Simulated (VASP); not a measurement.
# ScSb2P3 (Cmmm) in VASP: a series of runs

The runs below take ScSb2P3 through single point, relaxation of cell and atoms, with PBE.

Program: VASP 6.6.1. These are calculated values, not measurements. Logs are shortened: lines on timing, memory, paths and dates and some standing lists are left out, and cuts for length are marked.

### 1 The cell of the first run

It takes space group Cmmm (No. 65, orthorhombic). Conventional cell: a = 5.796 Å, b = 6.033 Å, c = 8.591 Å, α = 90.00°, β = 90.00°, γ = 90.00°. Sc (site symmetry mmm) has 4 P at 2.90 to 3.02 Å and 8 Sb at 3.70 to 3.80 Å within 3.8 Å. Sb (site symmetry mm2) has 5 P at 2.30 to 2.89 Å within 3.0 Å. P (site symmetry 2/m) has 4 Sb at 2.89 Å and 4 P at 2.90 to 3.02 Å within 3.8 Å. Within 3.1 Å of P (site symmetry mmm) lie 2 Sb at 2.30 Å and 4 Sc at 2.90 to 3.02 Å.

The cell was generated, and may not be a known phase.

### 2 Single point, PBE

The input, INCAR:

```
SYSTEM = ScSb2P3
PREC = Accurate ; ENCUT = 520
EDIFF = 1E-7 ; ISMEAR = 0
SIGMA = 0.1 ; LREAL = .FALSE.
LASPH = .TRUE. ; NELM = 80
ALGO = Normal ; ISIF = 2
LWAVE = .FALSE. ; LCHARG = .FALSE.
GGA = PE ; NBANDS = 27
```

The input, KPOINTS:

```
regular mesh
0
G
  4 4 2
  0 0 0
```

The input, POSCAR:

```
ScSb2P3
1.0
    2.8978201400     -3.0164635800      0.0000000000
    2.8978201400      3.0164635800      0.0000000000
    0.0000000000      0.0000000000      8.5906476400
Sc Sb P
1 2 3
Direct
    0.0000000000      0.0000000000      0.0000000000
    0.5000000000      0.5000000000      0.2682302200
    0.5000000000      0.5000000000      0.7317697800
    0.0000000000      0.5000000000      0.5000000000
    0.5000000000      0.0000000000      0.5000000000
    0.5000000000      0.5000000000      0.0000000000
```

Potentials or basis: VASP PAW PBE potentials, release 64 (Sc_sv, Sb, P).

Command:

```sh
> cat potpaw_PBE.64/Sc_sv/POTCAR potpaw_PBE.64/Sb/POTCAR potpaw_PBE.64/P/POTCAR > POTCAR
> mpirun -np 1 vasp_std > vasp.out
```

OUTCAR:

```text
SYSTEM = ScSb2P3
   PREC = Accurate
   ENCUT = 520
   EDIFF = 1E-7
   ISMEAR = 0
   LREAL = .FALSE.
   LASPH = .TRUE.
   NELM = 80
   ISIF = 2
   GGA = PE

 ion  position               nearest neighbor table
   1  0.000  0.000  0.000-   6 2.90   6 2.90   6 3.02   6 3.02
   2  0.500  0.500  0.268-   6 2.30   5 2.89   4 2.89   5 2.89   4 2.89
   3  0.500  0.500  0.732-   6 2.30   5 2.89   4 2.89   5 2.89   4 2.89
   4  0.000  0.500  0.500-   2 2.89   3 2.89   2 2.89   3 2.89   5 2.90   5 2.90
   5  0.500  0.000  0.500-   2 2.89   3 2.89   2 2.89   3 2.89   4 2.90   4 2.90
   6  0.500  0.500  0.000-   2 2.30   3 2.30   1 2.90   1 2.90   1 3.02   1 3.02

  LATTYP: Found a base centered orthorhombic cell.
 ALAT       =     5.7956402800
 B/A-ratio  =     1.0409423064
 C/A-ratio  =     1.4822603241

  Lattice vectors:

 A1 = (   2.8978201400,  -3.0164635800,   0.0000000000)
 A2 = (   2.8978201400,   3.0164635800,   0.0000000000)
 A3 = (   0.0000000000,   0.0000000000,   8.5906476400)

Analysis of symmetry for initial positions (statically):
=====================================================================
 Subroutine PRICEL returns:
 Original cell was already a primitive cell.

 Routine SETGRP: Setting up the symmetry group for a
 base centered orthorhombic supercell.

 Subroutine GETGRP returns: Found  8 space group operations
 (whereof  8 operations were pure point group operations)
 out of a pool of  8 trial point group operations.

The static configuration has the point symmetry D_2h.

Analysis of symmetry for dynamics (positions and initial velocities):
=====================================================================
 Subroutine PRICEL returns:
 Original cell was already a primitive cell.

 Routine SETGRP: Setting up the symmetry group for a
 base centered orthorhombic supercell.

 Subroutine GETGRP returns: Found  8 space group operations
 (whereof  8 operations were pure point group operations)
 out of a pool of  8 trial point group operations.

The dynamic configuration has the point symmetry D_2h.

 Subroutine INISYM returns: Found  8 space group operations
 (whereof  8 operations are pure point group operations),
 and found     1 'primitive' translations

----------------------------------------------------------------------------------------

                                     Primitive cell

  volume of cell :     150.1846

  direct lattice vectors                    reciprocal lattice vectors
[... 86 lines left out ...]
   EDIFFG = 0.1E-05   stopping-criterion for IOM
   NSW    =      0    number of steps for IOM
   IBRION =     -1    ionic relax: 0-MD 1-quasi-New 2-CG
   NFREE  =      0    steps in history (QN), initial steepest desc. (CG)
   ISIF   =      2    stress and relaxation
   ISYM   =      2    0-nonsym 1-usesym 2-fastsym
   POTIM  = 0.5000    time-step for ionic-motion
   TEBEG  =    0.0;   TEEND  =   0.0 temperature during run
   PSTRESS=    0.0 pullay stress
   NELECT =      36.0000    total number of electrons
   NUPDOWN=      -1.0000    fix difference up-down
   EMIN   =  10.00;   EMAX   =-10.00  energy-range for DOS
   EFERMI =   0.00;   METHOD = LEGACY
   ISMEAR =     0;   SIGMA  =   0.10  broadening in eV -4-tet -1-fermi 0-gaus
   EFERMI_NEDOS =   21; number of points for ismear=-14 and -15
   IALGO  =     38    algorithm
   IMIX   =      4    mixing-type and parameters
     AMIX     =   0.40;   BMIX     =  1.00
     AMIX_MAG =   1.60;   BMIX_MAG =  1.00
  volume/ion in A,a.u.               =      25.03       168.92
  Fermi-wavevector in a.u.,A,eV,Ry     =   1.016952  1.921761 14.071032  1.034192
  Thomas-Fermi vector in A             =   2.150325
   LORBIT       =      0    0 simple, 1 ext, 2 COOP (PROOUT), +10 PAW based schemes
   GGA     = PE    functional components
   LHFCALC =     F    Hartree Fock is set to
   AEXX    =    0.0000 exact exchange contribution
   IVDW    =     0    specifies the selected vdW correction
   LEPSILON=     F    determine dielectric tensor
   LRPA    =     F    only Hartree local field effects (RPA)
 non-spin polarized calculation
 Gauss-broadening in eV      SIGMA  =   0.10
  energy-cutoff  :      520.00
  volume of cell :      150.18
 maximum number of plane-waves:      4052
   NGX = 15   NGY = 15   NGZ = 31

 number of electron      36.0000003 magnetization

 Free energy of the ion-electron system (eV)
  ---------------------------------------------------
  ext. energy  EPLUGINS =         0.00000000
  ---------------------------------------------------
  free energy    TOTEN  =       -27.50126680 eV

  energy without entropy =      -27.45850872  energy(sigma->0) =      -27.47988776

 E-fermi :   6.0999     XC(G=0):  -9.4760

 val. band max:        6.0988656572   @ k =   0.5000   0.2500   0.0000
 cond. band min:       6.1085301292   @ k =   0.0000   0.0000   0.5000
 fundamental gap:      0.0096644721
 Fermi energy:         6.0999146796

 k-point     1 :       0.0000    0.0000    0.0000
  band No.  band energies     occupation
      1     -44.7016      2.00000
      2     -23.3626      2.00000
      3     -23.3064      2.00000
      4     -23.2741      2.00000
      5      -7.6535      2.00000
      6      -6.2918      2.00000
[... 409 lines left out ...]
     26       8.8631      0.00000
     27       9.0479      0.00000

------------------------ aborting loop because EDIFF is reached ----------------------------------------

  FORCE on cell =-STRESS in cart. coord.  units (eV):
  Direction    XX          YY          ZZ          XY          YZ          ZX
  --------------------------------------------------------------------------------------
  -------------------------------------------------------------------------------------
  Total       -9.1687377     -6.5892503     16.6994764     -0.0000000      0.0000000      0.0000000
  in kB      -97.8125804    -70.2944717    178.1509012     -0.0000000      0.0000000      0.0000000
  external PRESSURE =       3.3479497 kB  Pullay stress =       0.0000000 kB

 VOLUME and BASIS-vectors are now :
 -----------------------------------------------------------------------------
  energy-cutoff  :      520.00
  volume of cell :      150.18
      direct lattice vectors                 reciprocal lattice vectors
     2.897820140 -3.016463580  0.000000000     0.172543490 -0.165757015  0.000000000
     2.897820140  3.016463580  0.000000000     0.172543490  0.165757015  0.000000000
     0.000000000  0.000000000  8.590647640     0.000000000  0.000000000  0.116405659

 POSITION                                       TOTAL-FORCE (eV/Angst)
 -----------------------------------------------------------------------------------
      0.00000      0.00000      0.00000         0.000000     -0.000000      0.000000
      2.89782      0.00000      2.30427         0.000000     -0.000000      3.481542
      2.89782      0.00000      6.28638        -0.000000     -0.000000     -3.481542
      1.44891      1.50823      4.29532         0.000000     -0.000000      0.000000
      1.44891     -1.50823      4.29532         0.000000     -0.000000      0.000000
      2.89782      0.00000      0.00000        -0.000000      0.000000      0.000000
 -----------------------------------------------------------------------------------
    total drift:                               -0.000000     -0.000000     -0.000000

  FREE ENERGIE OF THE ION-ELECTRON SYSTEM (eV)
  ---------------------------------------------------
  free  energy   TOTEN  =       -27.5012668038 eV

  energy  without entropy=      -27.4585087188  energy(sigma->0) =      -27.47988776
```

OSZICAR:

```text
N       E                     dE             d eps       ncg     rms          rms(c)
DAV:   1     0.262009795986E+03    0.26201E+03   -0.13657E+04   764   0.115E+03
DAV:   2     0.482944488919E+00   -0.26153E+03   -0.25367E+03   756   0.313E+02
DAV:   3    -0.284506569744E+02   -0.28934E+02   -0.27550E+02  1112   0.867E+01
DAV:   4    -0.303836594324E+02   -0.19330E+01   -0.18737E+01  1120   0.239E+01
DAV:   5    -0.304495118206E+02   -0.65852E-01   -0.65674E-01  1096   0.460E+00    0.100E+01
DAV:   6    -0.283439404513E+02    0.21056E+01   -0.22068E+01  1184   0.186E+01    0.795E+00
DAV:   7    -0.278265384380E+02    0.51740E+00   -0.14642E+01  1213   0.195E+01    0.470E+00
DAV:   8    -0.275343570234E+02    0.29218E+00   -0.20505E+00  1138   0.626E+00    0.174E+00
DAV:   9    -0.275029931036E+02    0.31364E-01   -0.24178E-01  1090   0.179E+00    0.337E-01
DAV:  10    -0.275020885797E+02    0.90452E-03   -0.19333E-02  1208   0.848E-01    0.247E-01
DAV:  11    -0.275018002383E+02    0.28834E-03   -0.14299E-02  1261   0.487E-01    0.175E-01
DAV:  12    -0.275012336547E+02    0.56658E-03   -0.38437E-03  1176   0.238E-01    0.580E-02
DAV:  13    -0.275012995855E+02   -0.65931E-04   -0.37102E-04  1223   0.878E-02    0.411E-02
DAV:  14    -0.275012664201E+02    0.33165E-04   -0.17804E-04  1144   0.541E-02    0.120E-02
DAV:  15    -0.275012667877E+02   -0.36767E-06   -0.55946E-06  1150   0.154E-02    0.529E-03
DAV:  16    -0.275012667439E+02    0.43829E-07   -0.12391E-06  1064   0.501E-03    0.291E-03
DAV:  17    -0.275012668038E+02   -0.59902E-07   -0.17123E-07   640   0.227E-03
   1 F= -.27501267E+02 E0= -.27479888E+02  d E =-.427581E-01
```

Wall time 1.9 min (1 thread of Oxide Virtual Turin-like, shared host); peak memory 0.23 GiB.

What came out:

```
Free energy            : -27.5013 eV
Pressure               : 0.3 GPa
Largest force          : 3.482 eV/Å
Band gap on the k mesh : zero (bands 18 and 19 overlap by 0.55 eV)
```

Forces on the atoms (eV/Å):
```
Sc   0.000  0.000  0.000
Sb   0.000  0.000  3.482
Sb   0.000  0.000 -3.482
P    0.000  0.000  0.000
P    0.000  0.000  0.000
P    0.000  0.000  0.000
```

Caveat: the k points lie up to 0.38 Å⁻¹ apart, too coarse for converged energies and pressures of a metal; spin-orbit coupling is left out, which moves the levels of the heavy elements; forces of over 1 eV/Å act on the atoms, so gaps and moduli don't describe the material at rest.

### 3 Relaxation of cell and atoms, PBE

The input, INCAR:

```
SYSTEM = ScSb2P3
  PREC = Accurate
  ENCUT = 600
  EDIFF = 1E-7
  ISMEAR = 0
  SIGMA = 0.1
  LREAL = .FALSE.
  LASPH = .TRUE.
  NELM = 60
  ALGO = Normal
  ISIF = 3
  LWAVE = .FALSE.
  LCHARG = .FALSE.
  GGA = PE
  IBRION = 2
  NSW = 90
  EDIFFG = -0.04
```

KPOINTS is that of step 2.

POSCAR is that of step 2.

Potentials or basis: VASP PAW PBE potentials, release 64 (Sc_sv, Sb, P).

Command:

```sh
> cat potpaw_PBE.64/Sc_sv/POTCAR potpaw_PBE.64/Sb/POTCAR potpaw_PBE.64/P/POTCAR > POTCAR
> mpirun -np 1 vasp_std > vasp.out
```

Run time: 51 min. Hardware: 1 thread of Oxide Virtual Turin-like, shared host; peak memory 0.32 GiB.

The run converged. Its results:

| Item | Value |
| --- | --- |
| Free energy | -31.1439 eV |
| Relaxed volume | 22.21 Å³/atom |
| Relaxed cell | a = 3.540 Å, b = 3.540 Å, c = 10.635 Å, α = 90.00°, β = 90.00°, γ = 89.95° |
| Space group after relaxing (to 0.1 Å) | P4/mmm (No. 123) |
| Energy gained by relaxing | 607.0 meV/atom |
| Ionic steps | 39 |
| Pressure after relaxing | 0.0 GPa |
| Largest force after relaxing | 0.004 eV/Å |
| Band gap on the k mesh | zero (bands 18 and 19 overlap by 1.69 eV) |

Forces in eV/Å, atoms in the order of the input:
```
Sc   0.000  0.000  0.000
Sb   0.000  0.000  0.004
Sb   0.000  0.000 -0.004
P    0.000  0.000  0.000
P    0.000  0.000  0.000
P    0.000  0.000  0.000
```

Stress tensor (GPa, compression positive):
```
-0.08  0.00  0.00
 0.00  0.02  0.00
 0.00  0.00 -0.07
```

Step by step:
| step | energy change (eV) | largest force (eV/Å) | pressure (GPa) | volume (Å³) |
| --- | --- | --- | --- | --- |
| 1 | 0.0000 | 3.4812 | 0.35 | 150.18 |
| 2 | -2.2304 | 0.8570 | -3.48 | 149.47 |
| 3 | -2.3402 | 1.0620 | -2.55 | 148.96 |
| 4 | -2.4778 | 1.2958 | -0.99 | 147.63 |
| 5 | -2.4024 | 1.5100 | 3.09 | 143.75 |
| 6 | -2.8649 | 0.0333 | -2.52 | 155.68 |
| 7 | -2.8898 | 0.2536 | -1.96 | 153.71 |
| 8 | -2.8898 | 0.3113 | -1.84 | 153.34 |
| 9 | -2.9397 | 0.3933 | 0.40 | 146.75 |
| 10 | -2.9460 | 0.3711 | -0.19 | 148.33 |
| 11 | -2.9859 | 0.5013 | -0.01 | 146.17 |
| 12 | -3.0698 | 1.2531 | 1.10 | 139.67 |
| 13 | -3.0120 | 2.0648 | 6.04 | 126.46 |
| 14 | -3.0981 | 1.8024 | 3.27 | 132.34 |
| 15 | -3.1050 | 1.7971 | 3.30 | 132.17 |
| 16 | -3.1241 | 1.7808 | 3.37 | 131.63 |
| 17 | -3.1557 | 1.7498 | 3.58 | 130.56 |
| 18 | -3.2022 | 1.6600 | 4.16 | 128.40 |
| 19 | -3.0826 | 0.5881 | 6.17 | 123.98 |
| 20 | -3.2014 | 1.6052 | 4.43 | 127.54 |
| 21 | -3.1935 | 1.2663 | 4.96 | 126.03 |
| 22 | -3.2032 | 1.4764 | 4.63 | 126.87 |
| 23 | -3.2548 | 1.3389 | 4.05 | 127.49 |
| 24 | -3.3784 | 0.9212 | 2.44 | 129.37 |
| 25 | -3.4959 | 0.2724 | -0.22 | 133.18 |
| 26 | -3.5071 | 0.1707 | -0.98 | 134.45 |
| 27 | -3.5094 | 0.1098 | -1.47 | 135.37 |
| 28 | -3.5512 | 0.1490 | -1.08 | 134.69 |
| 29 | -3.6010 | 0.1654 | -0.24 | 133.36 |
| 30 | -3.5954 | 0.3412 | 1.63 | 130.59 |
| 31 | -3.6159 | 0.2681 | 0.32 | 132.20 |
| 32 | -3.6163 | 0.2866 | 0.46 | 131.99 |
| 33 | -3.6214 | 0.2708 | 0.27 | 132.35 |
| 34 | -3.6319 | 0.2140 | -0.25 | 133.44 |
| 35 | -3.6286 | 0.0419 | -1.10 | 135.63 |
| 36 | -3.6350 | 0.1535 | -0.60 | 134.28 |
| 37 | -3.6403 | 0.0749 | -0.26 | 133.67 |
| 38 | -3.6417 | 0.0031 | 0.04 | 133.17 |
| 39 | -3.6421 | 0.0037 | -0.04 | 133.26 |

Final structure:
```yaml
crystal:
  lattice:
    - [2.50414, -2.50198, 0.00000]
    - [2.50414, 2.50198, 0.00000]
    - [0.00000, 0.00000, 10.63471]
  atoms:
    - { symbol: Sc, position: [0.00000, 0.00000, 0.00000] }
    - { symbol: Sb, position: [0.50000, 0.50000, 0.25080] }
    - { symbol: Sb, position: [0.50000, 0.50000, 0.74920] }
    - { symbol: P, position: [0.00000, 0.50000, 0.50000] }
    - { symbol: P, position: [0.50000, 0.00000, 0.50000] }
    - { symbol: P, position: [0.50000, 0.50000, 0.00000] }
```

Levels at points of the mesh, in eV from the Fermi level:
```tsv
k point	band 15	band 16	band 17	band 18	band 19	band 20	band 21	band 22
(0.00, 0.00, 0.00)	-0.76	-0.66	-0.66	0.98	0.99	1.44	1.85	2.77
(0.50, 0.00, 0.00)	-0.88	-0.87	-0.49	-0.27	0.38	1.24	1.49	2.23
(0.50, 0.50, 0.00)	-3.42	-2.97	-1.03	-1.03	-0.54	-0.53	1.22	1.74
(0.00, 0.00, 0.50)	-0.69	-0.69	1.11	1.15	1.16	1.44	1.85	2.34
(0.50, 0.00, 0.50)	-2.35	-0.88	-0.56	-0.49	0.88	1.26	2.33	2.63
(0.50, 0.50, 0.50)	-2.51	-2.44	-2.43	-1.81	0.02	1.04	1.07	1.24
```

Caveat: the k points lie up to 0.44 Å⁻¹ apart in the final cell, too coarse for converged energies and pressures of a metal; a cell axis changed by over 15 % at a fixed basis, so the end point is rough; spin-orbit coupling is left out, which moves the levels of the heavy elements.

The gap in the log of VASP goes by the Fermi energy; the results here count the filled bands.